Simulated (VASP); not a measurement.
# Ba (Pm-3m) in VASP: single point with PBE

Aim: the single point of Ba with PBE.

Everything below comes from runs of VASP 6.6.1. Logs are shortened: lines on timing, memory, paths and dates and some standing lists are left out, and cuts for length are marked.

**1. The cell of the first run**

Symmetry: Pm-3m, No. 221, cubic system. Conventional cell: a = 4.073 Å, b = 4.073 Å, c = 4.073 Å, α = 90.00°, β = 90.00°, γ = 90.00°. Within 5.3 Å of Ba (site symmetry m-3m) lie 6 Ba at 4.07 Å.

This isn't the form of Ba at room conditions, which is bcc.

**2. Single point, PBE**

INCAR reads:

```
SYSTEM = Ba
  PREC = Accurate
  ENCUT = 520
  EDIFF = 1E-6
  ISMEAR = 0
  SIGMA = 0.15
  LREAL = .FALSE.
  LASPH = .TRUE.
  NELM = 80
  ALGO = Normal
  ISIF = 2
  LWAVE = .FALSE.
  LCHARG = .FALSE.
  GGA = PE
  NBANDS = 11
```

KPOINTS reads:

```
Automatic mesh
0
G
  14 14 14
  0 0 0
```

POSCAR reads:

```
Ba
1.0
   -1.3576342281      2.7152684562      2.7152684562
    2.7152684562     -1.3576342281      2.7152684562
    2.7152684562      2.7152684562     -1.3576342281
Ba
1
Direct
    0.0000000000      0.0000000000      0.0000000000
```

Potentials or basis: VASP PAW PBE potentials, release 64 (Ba_sv).

Run with:

```bash
$ cat potpaw_PBE.64/Ba_sv/POTCAR > POTCAR
$ mpirun -np 1 vasp_std > vasp.out
```

OUTCAR:

```text
SYSTEM = Ba
   PREC = Accurate
   ENCUT = 520
   EDIFF = 1E-6
   ISMEAR = 0
   LREAL = .FALSE.
   LASPH = .TRUE.
   NELM = 80
   ISIF = 2
   GGA = PE

 ion  position               nearest neighbor table
   1  0.000  0.000  0.000-

  LATTYP: Found a simple cubic cell.
 ALAT       =     4.0729026843

  Lattice vectors:

 A1 = (  -1.3576342281,   2.7152684562,   2.7152684562)
 A2 = (   2.7152684562,  -1.3576342281,   2.7152684562)
 A3 = (   2.7152684562,   2.7152684562,  -1.3576342281)

Analysis of symmetry for initial positions (statically):
=====================================================================
 Subroutine PRICEL returns:
 Original cell was already a primitive cell.

 Routine SETGRP: Setting up the symmetry group for a
 simple cubic supercell.

 Subroutine GETGRP returns: Found 48 space group operations
 (whereof 48 operations were pure point group operations)
 out of a pool of 48 trial point group operations.

The static configuration has the point symmetry O_h .

Analysis of symmetry for dynamics (positions and initial velocities):
=====================================================================
 Subroutine PRICEL returns:
 Original cell was already a primitive cell.

 Routine SETGRP: Setting up the symmetry group for a
 simple cubic supercell.

 Subroutine GETGRP returns: Found 48 space group operations
 (whereof 48 operations were pure point group operations)
 out of a pool of 48 trial point group operations.

The dynamic configuration has the point symmetry O_h .

 Subroutine INISYM returns: Found 48 space group operations
 (whereof 48 operations are pure point group operations),
 and found     1 'primitive' translations

----------------------------------------------------------------------------------------

                                     Primitive cell

  volume of cell :      67.5635

  direct lattice vectors                    reciprocal lattice vectors
    -1.357634228  2.715268456  2.715268456    -0.081841713  0.163683426  0.163683426
     2.715268456 -1.357634228  2.715268456     0.163683426 -0.081841713  0.163683426
     2.715268456  2.715268456 -1.357634228     0.163683426  0.163683426 -0.081841713

  length of vectors
     4.072902684  4.072902684  4.072902684     0.245525140  0.245525140  0.245525140

  position of ions in fractional coordinates (direct lattice)
     0.000000000  0.000000000  0.000000000

  ion indices of the primitive-cell ions
   primitive index   ion index
                 1           1

----------------------------------------------------------------------------------------

 KPOINTS: Automatic mesh

Automatic generation of k-mesh.
 Grid dimensions read from file:
 generate k-points for:   14   14   14

 Generating k-lattice:

  Cartesian coordinates                     Fractional coordinates (reciprocal lattice)
    -0.005845837  0.011691673  0.011691673     0.071428571  0.000000000  0.000000000
     0.011691673 -0.005845837  0.011691673     0.000000000  0.071428571  0.000000000
     0.011691673  0.011691673 -0.005845837     0.000000000  0.000000000  0.071428571

  Length of vectors
     0.017537510  0.017537510  0.017537510

  Shift w.r.t. Gamma in fractional coordinates (k-lattice)
     0.000000000  0.000000000  0.000000000

 Subroutine IBZKPT returns following result:
 ===========================================

 Found    120 irreducible k-points:

 Following reciprocal coordinates:
            Coordinates               Weight
  0.000000  0.000000  0.000000      1.000000
  0.071429  0.000000  0.000000      6.000000
  0.142857  0.000000  0.000000      6.000000
  0.214286  0.000000  0.000000      6.000000
  0.285714  0.000000  0.000000      6.000000
  0.357143  0.000000  0.000000      6.000000
[... 16 lines left out ...]
  0.285714  0.214286  0.000000     24.000000
  0.357143  0.214286 -0.000000     24.000000
 [... further k-points ...]
   k-points           NKPTS =    120   k-points in BZ     NKDIM =    120   number of bands    NBANDS=     11
   number of dos      NEDOS =    301   number of ions     NIONS =      1
   total plane-waves  NPLWV =  27000
   dimension x,y,z NGX =    30 NGY =   30 NGZ =   30
   dimension x,y,z NGXF=    60 NGYF=   60 NGZF=   60
   ions per type =               1
   NGX,Y,Z   is equivalent  to a cutoff of  12.25, 12.25, 12.25 a.u.
   NGXF,Y,Z  is equivalent  to a cutoff of  24.49, 24.49, 24.49 a.u.
 SYSTEM =  Ba
   PREC   = accura    normal or accurate (medium, high low for compatibility)
   ISTART =      0    job   : 0-new  1-cont  2-samecut
   ICHARG =      2    charge: 1-file 2-atom 10-const
   ISPIN  =      1    spin polarized calculation?
   LNONCOLLINEAR =      F non collinear calculations
   LSORBIT =      F    spin-orbit coupling
   LASPH  =      T    aspherical Exc in radial PAW
   ENCUT  =  520.0 eV  38.22 Ry    6.18 a.u.   7.57  7.57  7.57*2*pi/ulx,y,z
   NELM   =     80;   NELMIN=  2; NELMDL= -5     # of ELM steps
   EDIFF  = 0.1E-05   stopping-criterion for ELM
   LREAL  =      F    real-space projection
   EDIFFG = 0.1E-04   stopping-criterion for IOM
   NSW    =      0    number of steps for IOM
   IBRION =     -1    ionic relax: 0-MD 1-quasi-New 2-CG
   NFREE  =      0    steps in history (QN), initial steepest desc. (CG)
   ISIF   =      2    stress and relaxation
   ISYM   =      2    0-nonsym 1-usesym 2-fastsym
   POTIM  = 0.5000    time-step for ionic-motion
   TEBEG  =    0.0;   TEEND  =   0.0 temperature during run
   PSTRESS=    0.0 pullay stress
   NELECT =      10.0000    total number of electrons
   NUPDOWN=      -1.0000    fix difference up-down
   EMIN   =  10.00;   EMAX   =-10.00  energy-range for DOS
   EFERMI =   0.00;   METHOD = LEGACY
   ISMEAR =     0;   SIGMA  =   0.15  broadening in eV -4-tet -1-fermi 0-gaus
   EFERMI_NEDOS =   21; number of points for ismear=-14 and -15
   IALGO  =     38    algorithm
   IMIX   =      4    mixing-type and parameters
     AMIX     =   0.40;   BMIX     =  1.00
     AMIX_MAG =   1.60;   BMIX_MAG =  1.00
  volume/ion in A,a.u.               =      67.56       455.94
  Fermi-wavevector in a.u.,A,eV,Ry     =   0.865973  1.636451 10.203124  0.749908
  Thomas-Fermi vector in A             =   1.984294
   LORBIT       =      0    0 simple, 1 ext, 2 COOP (PROOUT), +10 PAW based schemes
   GGA     = PE    functional components
   LHFCALC =     F    Hartree Fock is set to
   AEXX    =    0.0000 exact exchange contribution
   IVDW    =     0    specifies the selected vdW correction
   LEPSILON=     F    determine dielectric tensor
   LRPA    =     F    only Hartree local field effects (RPA)
 non-spin polarized calculation
 Gauss-broadening in eV      SIGMA  =   0.15
  energy-cutoff  :      520.00
  volume of cell :       67.56
 maximum number of plane-waves:      1856
   NGX = 15   NGY = 15   NGZ = 15

 number of electron      10.0000000 magnetization

 Free energy of the ion-electron system (eV)
  ---------------------------------------------------
  ext. energy  EPLUGINS =         0.00000000
  ---------------------------------------------------
  free energy    TOTEN  =        -1.59393792 eV

  energy without entropy =       -1.58549191  energy(sigma->0) =       -1.58971492

 E-fermi :   1.3604     XC(G=0):  -7.1722

 val. band max:        1.3259164221   @ k =   0.4286   0.4286   0.4286
 cond. band min:       1.3852737040   @ k =   0.5000   0.5000   0.5000
 fundamental gap:      0.0593572819
 Fermi energy:         1.3604091567

 k-point     1 :       0.0000    0.0000    0.0000
  band No.  band energies     occupation
      1     -27.9183      2.00000
      2     -12.8244      2.00000
      3     -12.8244      2.00000
      4     -12.8244      2.00000
      5      -1.1988      2.00000
      6       1.4451      0.42468
      7       1.4451      0.42468
      8       5.7898      0.00000
      9       5.7898      0.00000
     10       5.7898      0.00000
     11       8.4375      0.00000

 k-point     2 :       0.0714    0.0000    0.0000
  band No.  band energies     occupation
      1     -27.9163      2.00000
      2     -12.8534      2.00000
      3     -12.8220      2.00000
      4     -12.8220      2.00000
      5      -1.1288      2.00000
      6       1.4670      0.31502
      7       1.5117      0.15368
      8       5.6100      0.00000
      9       5.6100      0.00000
     10       5.8003      0.00000
     11       8.0932      0.00000

 k-point     3 :       0.1429    0.0000    0.0000
  band No.  band energies     occupation
      1     -27.9107      2.00000
      2     -12.9332      2.00000
      3     -12.8151      2.00000
      4     -12.8151      2.00000
      5      -0.9307      2.00000
      6       1.5300      0.10983
      7       1.6978      0.00147
      8       5.2059      0.00000
      9       5.2059      0.00000
     10       5.8301      0.00000
     11       7.4411      0.00000

 k-point     4 :       0.2143    0.0000    0.0000
  band No.  band energies     occupation
      1     -27.9025      2.00000
      2     -13.0454      2.00000
      3     -12.8052      2.00000
      4     -12.8052      2.00000
      5      -0.6343      2.00000
      6       1.6258      0.01233
      7       1.9502      0.00000
      8       4.7589      0.00000
      9       4.7589      0.00000
     10       5.8740      0.00000
     11       6.8643      0.00000
[... 239 lines left out ...]
 k-point    22 :       0.2143    0.2143    0.0000
  band No.  band energies     occupation
      1     -27.8868      2.00000
      2     -13.0298      2.00000
      3     -13.0137      2.00000
      4     -12.7863      2.00000
      5      -0.0979      2.00000
      6       1.8844      0.00000
      7       2.3812      0.00000
      8       3.7011      0.00000
      9       4.7508      0.00000
     10       5.0699      0.00000
     11       7.7210      0.00000

 k-point    23 :       0.2857    0.2143    0.0000
  band No.  band energies     occupation
      1     -27.8778      2.00000
      2     -13.1405      2.00000
      3     -13.0076      2.00000
      4     -12.7755      2.00000
      5       0.2268      2.00000
      6       1.9002      0.00000
      7       2.5968      0.00000
      8       3.5418      0.00000
      9       4.4789      0.00000
     10       5.0338      0.00000
     11       7.3094      0.00000

 k-point    24 :       0.3571    0.2143   -0.0000
  band No.  band energies     occupation
      1     -27.8696      2.00000
      2     -13.2434      2.00000
      3     -12.9956      2.00000
      4     -12.7656      2.00000
      5       0.5693      2.00000
      6       1.7922      0.00005
      7       2.6121      0.00000
      8       3.7239      0.00000
      9       4.2018      0.00000
     10       5.0846      0.00000
     11       7.1178      0.00000

 [... further k-points ...]

------------------------ aborting loop because EDIFF is reached ----------------------------------------

  FORCE on cell =-STRESS in cart. coord.  units (eV):
  Direction    XX          YY          ZZ          XY          YZ          ZX
  --------------------------------------------------------------------------------------
  -------------------------------------------------------------------------------------
  Total       -0.2079570     -0.2079570     -0.2079570      0.0000000      0.0000000      0.0000000
  in kB       -4.9314196     -4.9314196     -4.9314196      0.0000000      0.0000000      0.0000000
  external PRESSURE =      -4.9314196 kB  Pullay stress =       0.0000000 kB

 VOLUME and BASIS-vectors are now :
 -----------------------------------------------------------------------------
  energy-cutoff  :      520.00
  volume of cell :       67.56
      direct lattice vectors                 reciprocal lattice vectors
    -1.357634228  2.715268456  2.715268456    -0.081841713  0.163683426  0.163683426
     2.715268456 -1.357634228  2.715268456     0.163683426 -0.081841713  0.163683426
     2.715268456  2.715268456 -1.357634228     0.163683426  0.163683426 -0.081841713

 POSITION                                       TOTAL-FORCE (eV/Angst)
 -----------------------------------------------------------------------------------
      0.00000      0.00000      0.00000         0.000000     -0.000000     -0.000000
 -----------------------------------------------------------------------------------
    total drift:                               -0.000000     -0.000000      0.000000

  FREE ENERGIE OF THE ION-ELECTRON SYSTEM (eV)
  ---------------------------------------------------
  free  energy   TOTEN  =        -1.5939379192 eV

  energy  without entropy=       -1.5854919117  energy(sigma->0) =       -1.58971492
```

It took 19 s on 1 thread of Intel Xeon 6975P-C (Granite Rapids), shared host; peak memory 0.23 GiB.

What came out:

| Quantity | Value |
| --- | --- |
| Free energy | -1.5939 eV |
| Pressure | -0.5 GPa |
| Band gap on the k mesh | zero (bands 5 and 6 overlap by 0.08 eV) |

Caveat: spin-orbit coupling is left out, which moves the levels of the heavy elements.
